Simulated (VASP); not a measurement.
Wanted: the native input for a VASP 6.6.1 run.

| Property | Result |
| --- | --- |
| Task | relaxation of cell and atoms |
| Functional | r2SCAN |
| Potentials or basis | VASP PAW PBE potentials, release 64 (Cd, S) |
| Cutoff | 600 eV |
| k mesh | 8 × 8 × 8 |
| Occupations | gaussian, width 0.02 eV |
| Spin | no spin polarisation |
| Dipole correction | no |
| Further INCAR settings | ALGO = Normal; EDIFF = 1e-06; IBRION = 2; EDIFFG = -0.005; NSW = 70; ISIF = 3 |

CdS (Hawleyite):

```
CELL_PARAMETERS angstrom
0.00000 2.96321 2.96321
2.96321 0.00000 2.96321
2.96321 2.96321 0.00000
ATOMIC_POSITIONS crystal
Cd 0.00000 0.00000 0.00000
S 0.25000 0.25000 0.25000
```

One way to write it, as run:

POSCAR

```
CdS
1.0
    0.0000000000      2.9632113923      2.9632113923
    2.9632113923      0.0000000000      2.9632113923
    2.9632113923      2.9632113923      0.0000000000
Cd S
1 1
Direct
    0.0000000000      0.0000000000      0.0000000000
    0.2500000000      0.2500000000      0.2500000000
```

INCAR.step1

```
SYSTEM = CdS
PREC     = Accurate       ! precision mode
ENCUT    = 600            ! plane-wave cutoff, eV
ISMEAR   = 0              ! smearing method
SIGMA    = 0.02           ! smearing width, eV
LREAL    = .FALSE.        ! projectors in reciprocal space
LASPH    = .TRUE.         ! aspherical terms in the spheres
NELM     = 80             ! most SCF steps
GGA      = PE             ! functional
ALGO     = Normal         ! electronic algorithm
EDIFF    = 1E-4           ! SCF threshold, eV
LWAVE    = .TRUE.         ! write WAVECAR
LCHARG   = .FALSE.        ! write CHGCAR
```

INCAR.step2

```
SYSTEM = CdS
PREC     = Accurate       ! precision mode
ENCUT    = 600            ! plane-wave cutoff, eV
EDIFF    = 1E-6           ! SCF threshold, eV
ISMEAR   = 0              ! smearing method
SIGMA    = 0.02           ! smearing width, eV
LREAL    = .FALSE.        ! projectors in reciprocal space
LASPH    = .TRUE.         ! aspherical terms in the spheres
NELM     = 80             ! most SCF steps
ALGO     = Normal         ! electronic algorithm
ISIF     = 3              ! what is computed and relaxed
LWAVE    = .FALSE.        ! write WAVECAR
LCHARG   = .FALSE.        ! write CHGCAR
METAGGA  = R2SCAN         ! meta-GGA
LMIXTAU  = .TRUE.       
IBRION   = 2              ! ionic algorithm
NSW      = 70             ! ionic steps
EDIFFG   = -0.005         ! ionic threshold
ISTART   = 1
```

KPOINTS

```
Automatic mesh
0
G
  8 8 8
  0 0 0
```

Potentials or basis: VASP PAW PBE potentials, release 64 (Cd, S).

Run with:

```bash
$ cat potpaw_PBE.64/Cd/POTCAR potpaw_PBE.64/S/POTCAR > POTCAR
$ cp INCAR.step1 INCAR
$ mpirun -np 1 vasp_std > vasp.out
$ cp INCAR.step2 INCAR
$ mpirun -np 1 vasp_std > vasp.out
```

It gave:

| Property | Result |
| --- | --- |
| Relaxed volume | 25.49 Å³/atom |
| Relaxed cell | a = 4.162 Å, b = 4.162 Å, c = 4.162 Å, α = 60.00°, β = 60.00°, γ = 60.00° |
| Space group after relaxing (to 0.05 Å) | F-43m (No. 216) |
| Energy gained by relaxing | 2.0 meV/atom |
| Ionic steps | 3 |
| Pressure after relaxing | 0.0 GPa |
| Band gap on the k mesh | 1.53 eV, direct |

Caveat: the PAW data sets were made with another functional, which shifts forces and pressure a little.

Wall time 110 s on 1 thread of Intel(R) Xeon(R) 6975P-C (Granite Rapids), with other jobs on the host, peak memory 0.24 GiB.
